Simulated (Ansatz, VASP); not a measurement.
## Two plane-wave programs on GaSb

File INCAR:

```
SYSTEM = GaSb
  PREC = Accurate
  ENCUT = 500
  EDIFF = 1E-6
  ISMEAR = -1
  SIGMA = 0.02
  LREAL = .FALSE.
  LASPH = .TRUE.
  NELM = 120
  ALGO = Normal
  ISIF = 2
  LWAVE = .FALSE.
  LCHARG = .FALSE.
  GGA = PE
  NBANDS = 21
  GGA_COMPAT = .FALSE.
```

Contents of KPOINTS:

```
regular mesh
0
G
  8 8 8
  0 0 0
```

POSCAR

```
GaSb
1.0
    0.0000000000      2.9432436460      3.1672938365
    2.9432436460      0.0000000000      3.1672938365
    2.9432436460      2.9432436460      0.0000000000
Ga Sb
1 1
Direct
    0.0000000000      0.0000000000      0.0000000000
    0.2500000000      0.2500000000      0.2500000000
```

Input for Ansatz:

```yaml
crystal:
  lattice:
    - [0.0, 2.943243646, 3.1672938365]
    - [2.943243646, 0.0, 3.1672938365]
    - [2.943243646, 2.943243646, 0.0]
  atoms:
    - { symbol: Ga, position: [0.0, 0.0, 0.0] }
    - { symbol: Sb, position: [0.25, 0.25, 0.25] }
kpoints:
  mp_grid: { grid: [8, 8, 8] }
  band_path:
    path:
      - [0.0, 0.0, 0.0]
      - [-0.5, -0.5, 0.0]
      - [-0.375, -0.375, 0.25]
      - [-0.375, 0.0, 0.375]
      - [0.0, 0.0, 0.5]
      - [-0.5, -0.25, 0.25]
    npoints: 1
hamiltonian:
  xc: pbe
scf:
  occupations: { method: fermi_dirac, width: 0.02 }
  n_extra_bands: 4
output:
  forces: true
  stress: true
  eigenvalues: true
```

Change from the starting cell: epitaxial_xy strain -4.0%.

Alike in both runs: task single point; functional PBE; k mesh 8 × 8 × 8; occupations fermi-dirac, width 0.02 eV; no spin polarisation.

|  | VASP | Ansatz |
| --- | --- | --- |
| version | VASP 6.6.1 | Ansatz 0.2.0 |
| potentials or method | VASP PAW PBE potentials, release 64 (Ga_d, Sb_d_GW) | plane waves, PAW |
| plane-wave cutoff (eV) | 500 | 420 |
| valence electrons in the cell | 28 | 28 |

|  | VASP | Ansatz | Ansatz less VASP |
| --- | --- | --- | --- |
| pressure (GPa) | 4.8 | 4.8 | +0.01 |
| traceless stress, the component that is largest in VASP (GPa) | -2.47 | -2.47 | -0.003 |

Spin-orbit coupling is off throughout.
